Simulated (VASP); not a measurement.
Crystal: BN.

```
CELL_PARAMETERS angstrom
2.49824 0.00000 0.00000
-1.24912 2.16354 0.00000
0.00000 0.00000 6.63570
ATOMIC_POSITIONS crystal
N 0.66667 0.33333 0.25000
N 0.33333 0.66667 0.75000
B 0.66667 0.33333 0.75000
B 0.33333 0.66667 0.25000
```

Base run:

```yaml
Program: VASP 6.6.1
Functional: PBE
Potentials_or_basis: VASP PAW PBE potentials, release 64 (N, B)
Cutoff: 520 eV
k_mesh: 12 × 12 × 4
Occupations: fermi-dirac, width 0.05 eV
Spin: no spin polarisation
```

Its results: band gap on the k mesh 4.29 eV, indirect (least direct gap 4.66 eV); pressure 5.1 GPa.

The run is repeated on the same cell with these changes: functional from PBE to RPBE. What comes out?

Band gap on the k mesh 4.40 eV, indirect (least direct gap 4.73 eV); pressure 9.1 GPa.

RPBE binds less tightly than PBE, so the same cell stands under more pressure.

Caveats: this functional lacks dispersion, which binds the layers, so the pressure and a relaxed spacing across them are unreliable; the PAW data sets were made with another functional, which shifts forces and pressure a little (some runs).

A k mesh can miss the band edges.
